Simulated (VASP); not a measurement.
Input of a VASP 6.6.1 run:

The input INCAR:

```
  PREC = Accurate
  ENCUT = 520
  EDIFF = 1E-7
  ISMEAR = 0
  SIGMA = 0.05
  LREAL = F
  LASPH = T
  NELM = 60
  ALGO = Normal
  ISIF = 2
  LWAVE = F
  LCHARG = T
  LELF = T
  LVHAR = T
  NBANDS = 14
```

Contents of KPOINTS:

```
Automatic mesh
0
Gamma
  9 9 9
```

POSCAR

```
Bi
1.0
    3.4319383500      0.0000000000      0.0000000000
   -1.1439794497      3.2356625066      0.0000000000
   -1.1439794497     -1.6178312528      2.8021659291
Bi
1
Direct
    0.0000000000      0.0000000000      0.0000000000
```

Potentials or basis: VASP PAW LDA potentials, release 64 (Bi_d).

Launch:

```bash
$ cat potpaw_LDA.64/Bi_d/POTCAR > POTCAR
$ mpirun -np 1 vasp_std > vasp.out
```

What does it give for the pressure?

-3.3 GPa.
